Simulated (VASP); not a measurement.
Input of a VASP 6.6.1 run:

File INCAR:

```
PREC = Accurate
ENCUT = 520
EDIFF = 1E-6
ISMEAR = 0
SIGMA = 0.2
LREAL = False
LASPH = True
NELM = 100
ALGO = Fast
ISIF = 2
LWAVE = False
LCHARG = False
GGA = PE
NBANDS = 16
```

The input KPOINTS:

```
regular mesh
0
Gamma
  10 6 4
```

Contents of POSCAR:

```
LiBe2
1.0
   -0.0003766122     -0.0016104906      2.2056808506
    3.8407642854      0.0001409302     -0.0007895119
    0.0000800115      6.6389959507     -0.0048346513
Li Be
2 4
Direct
    0.9996162320      0.4999845530      0.4999858829
    0.0004416288      0.0000173759      0.0000122459
    0.7089981144      0.4999112218      0.1668854238
    0.7091008092     -0.0001336152      0.6668899664
    0.2909029186      0.0000908879      0.3331354103
    0.2909402970      0.5001295765      0.8330910707
```

Potentials or basis: VASP PAW PBE potentials, release 64 (Li_sv, Be).

Command:

```sh
$ cat potpaw_PBE.64/Li_sv/POTCAR potpaw_PBE.64/Be/POTCAR > POTCAR
$ mpirun -np 1 vasp_std > vasp.out
```

(1) Estimate the band gap on the k mesh.

(2) What does it give for the largest force?

Results:

(1) zero (bands 7 and 8 overlap by 6.40 eV).

(2) 0.004 eV/Å.
